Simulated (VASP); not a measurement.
Crystal: SiC.

```
Si C
1.0
     3.12518    0.00000    0.00000
    -1.56259    2.70648    0.00000
     0.00000    0.00000    5.12989
Si C
2 2
Direct
  0.33333 0.66667 0.49954
  0.66667 0.33333 0.99954
  0.33333 0.66667 0.87546
  0.66667 0.33333 0.37546
```

This cell differs from its parent crystal: strain +1.6%.

Base run:

| Item | Value |
| --- | --- |
| Program | VASP 6.6.1 |
| Functional | r2SCAN |
| Potentials or basis | VASP PAW PBE potentials, release 64 (Si, C) |
| Cutoff | 520 eV |
| k mesh | 12 × 12 × 6 |
| Occupations | gaussian, width 0.01 eV |
| Spin | no spin polarisation |

Its results: band gap on the k mesh 2.73 eV (least direct gap 4.37 eV); pressure -10.1 GPa.

**Question.** The run is repeated on the same cell with these changes: functional from r2SCAN to PBE; occupations from gaussian, width 0.01 eV to fermi-dirac, width 0.02 eV. What comes out?

**Answer.** Band gap on the k mesh 2.36 eV (least direct gap 3.88 eV); pressure -6.5 GPa.

Caveats: the cell stands under tension; the PAW data sets were made with another functional, which shifts forces and pressure a little (at least some runs).

A k mesh can miss the band edges.
